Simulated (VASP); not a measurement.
## La: single point with r2SCAN

Crystal: La.

```xyz
1
Lattice="-1.8216 1.8216 1.8216 1.8216 -1.8216 1.8216 1.8216 1.8216 -1.8216" Properties=species:S:1:pos:R:3 pbc="T T T"
La    0.0000    0.0000    0.0000
```

```
Program             : VASP 6.6.1
Task                : single point
Functional          : r2SCAN
Potentials or basis : VASP PAW PBE potentials, release 64 (La)
Cutoff              : 520 eV
k mesh              : 11 × 11 × 11
Occupations         : fermi-dirac, width 0.1 eV
Spin                : no spin polarisation
```

The pressure is 20.2 GPa.

Levels at points of the mesh, in eV from the Fermi level:
```
           k point  band 4  band 5  band 6  band 7  band 8  band 9
(0.00, 0.00, 0.00)  -14.77   -1.79    2.09    2.09    2.09    2.11
```

It took 61 s on 1 thread of Intel Xeon 6975P-C (shared host), peak memory 0.17 GiB.

Caveat: the PAW data sets were made with another functional, which shifts forces and pressure a little; spin-orbit coupling is left out, which moves the levels of the heavy elements.
